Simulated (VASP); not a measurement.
A run of VASP 6.6.1 is set up as follows.

The input INCAR:

```
PREC = Accurate ; ENCUT = 520
EDIFF = 1E-7 ; ISMEAR = -1
SIGMA = 0.06122561905347299 ; LREAL = F
LASPH = T ; NELM = 100
ALGO = Normal ; ISIF = 2
LWAVE = F ; LCHARG = T
GGA = PE ; LELF = T
LVHAR = T ; NBANDS = 8
```

Contents of KPOINTS:

```
regular mesh
0
Gamma
  15 15 15
```

Contents of POSCAR:

```
P
1.0
    2.4279945067      0.0000000000      0.0000000000
    0.0000000000      2.4279945067      0.0000000000
    0.0000000000      0.0000000000      2.4279945067
P
1
Direct
    0.0000000000      0.0000000000      0.0000000000
```

Potentials or basis: VASP PAW PBE potentials, release 64 (P).

Run with:

```console
$ cat potpaw_PBE.64/P/POTCAR > POTCAR
$ mpirun -np 1 vasp_std > vasp.out
```

(1) Predict the pressure.

Results:

(1) 2.5 GPa.
